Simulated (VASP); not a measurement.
A run of VASP 6.6.1 is set up as follows.

File INCAR:

```
SYSTEM = K2B2P
ALGO = Normal ; EDIFF = 1E-7
ENCUT = 520 ; GGA = PE
ISIF = 2 ; ISMEAR = 0
LASPH = .TRUE. ; LCHARG = .FALSE.
LREAL = .FALSE. ; LWAVE = .FALSE.
NBANDS = 22 ; NELM = 100
PREC = Accurate ; SIGMA = 0.02
```

The input KPOINTS:

```
k-points
0
G
  6 6 6
  0 0 0
```

The input POSCAR:

```
K2B2P
1.0
    5.3637277697      0.0000000000      0.0000000000
   -2.6818638849      4.6451245076      0.0000000000
    0.0000000000      0.0000000000      5.0840691267
K B P
2 2 1
Direct
    0.3333333333      0.6666666667      0.2811567248
    0.6666666667      0.3333333333      0.7188432752
    0.0000000000      0.0000000000      0.3496764096
    0.0000000000      0.0000000000      0.6503235904
    0.0000000000      0.0000000000      0.0000000000
```

Potentials or basis: VASP PAW PBE potentials, release 64 (K_sv, B, P).

Launch:

```sh
$ cat potpaw_PBE.64/K_sv/POTCAR potpaw_PBE.64/B/POTCAR potpaw_PBE.64/P/POTCAR > POTCAR
$ mpirun -np 1 vasp_std > vasp.out
```

Problem. Estimate the pressure.

Solution. 0.0 GPa.

Problem. Estimate the largest force.

Solution. 0.018 eV/Å.

Stress tensor (GPa, compression positive):
```
 0.03  0.00  0.00
 0.00  0.03  0.00
 0.00  0.00 -0.12
```
